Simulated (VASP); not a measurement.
Runs of VASP 6.6.1 on NiO. The structure is that of space group Fm-3m (No. 225), or close to it. The cells are those of the table. 

```csv
U,cell,k mesh for the DOS,occupations for the DOS,gap on the mesh (eV),pressure (GPa),moment (μB)
Ni d U = 5.0 eV,"a = 3.007, b = 3.007, c = 6.009 Å, angles 60.0°, 4 atoms",15 × 15 × 8,tetrahedron,-,-,0.00
Ni d U = 6.2 eV,"a = 3.046, b = 3.046, c = 6.089 Å, angles 60.0°, 4 atoms",-,-,2.80,-13.3,0.00
Ni d U = 2.0 eV,"a = 3.007, b = 3.007, c = 6.009 Å, angles 60.0°, 4 atoms",15 × 15 × 8,tetrahedron,-,-,0.00
Ni d U = 6.2 eV,"a = 3.019, b = 3.019, c = 6.033 Å, angles 60.0°, 4 atoms",-,-,2.99,-9.7,0.00
Ni d U = 6.0 eV,"a = 3.007, b = 3.007, c = 6.009 Å, angles 60.0°, 4 atoms",-,-,(b),-7.9,0.00
Ni d U = 6.2 eV,"a = 3.027, b = 3.027, c = 6.049 Å, angles 60.0°, 4 atoms",-,-,(a),-10.8,0.00
Ni d U = 6.2 eV,"a = 3.018, b = 3.018, c = 6.035 Å, angles 60.0°, 4 atoms",-,-,2.99,-9.7,0.00
```

Alike in all rows: task single point; level PBE+U; potentials or basis VASP PAW PBE potentials, release 64 (Ni, O); spin collinear, antiferromagnetic start; k mesh 10 × 10 × 5; cutoff (eV) 520; smearing gaussian 0.05 eV.

Question: Estimate the missing entries.

Answer: (a) 2.93; (b) 3.06.

Caveats: the cell stands under tension (at least some runs); an odd mesh through Γ misses points on the zone boundary, where band edges can lie (at least some runs).
